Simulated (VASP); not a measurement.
**TiB2: single point with PBE**

TiB2:

```
Ti B
1.0
     3.02920    0.00000    0.00000
    -1.51460    2.62336    0.00000
     0.00000    0.00000    3.22840
Ti B
1 2
Cartesian
  0.0000 0.0000 0.0000
  1.5146 0.8745 1.6142
  0.0000 1.7489 1.6142
```

```yaml
Program: VASP 6.6.1
Task: single point
Functional: PBE
Potentials_or_basis: VASP PAW PBE potentials, release 64 (Ti_sv, B)
Cutoff: 520 eV
k_mesh: 10 × 10 × 8
Occupations: gaussian, width 0.015 eV
Spin: no spin polarisation
Dipole_correction: no
Further_INCAR_settings: ALGO = Normal; EDIFF = 1e-06; NBANDS = 16
```

```yaml
Pressure: 0.6 GPa
Band_gap_on_the_k_mesh: zero (band 9 reaches 10.39 eV, above the bottom of band 10 at 9.82 eV)
```

Levels at points of the mesh, in eV from the Fermi level:
```tsv
k point	band 7	band 8	band 9	band 10	band 11	band 12
(0.00, 0.00, 0.00)	-2.54	-2.27	-2.05	1.95	1.95	3.71
(0.50, 0.00, 0.00)	-3.20	-3.16	-2.20	1.40	2.79	3.27
(0.00, 0.00, 0.50)	-0.49	-0.49	-0.11	-0.11	0.49	0.49
(0.50, 0.00, 0.50)	-4.58	-3.76	-3.09	2.54	2.97	4.52
```

Wall time 9.4 s on 1 thread of Intel(R) Xeon(R) 6975P-C (Granite Rapids), on a shared host, peak memory 0.15 GiB.
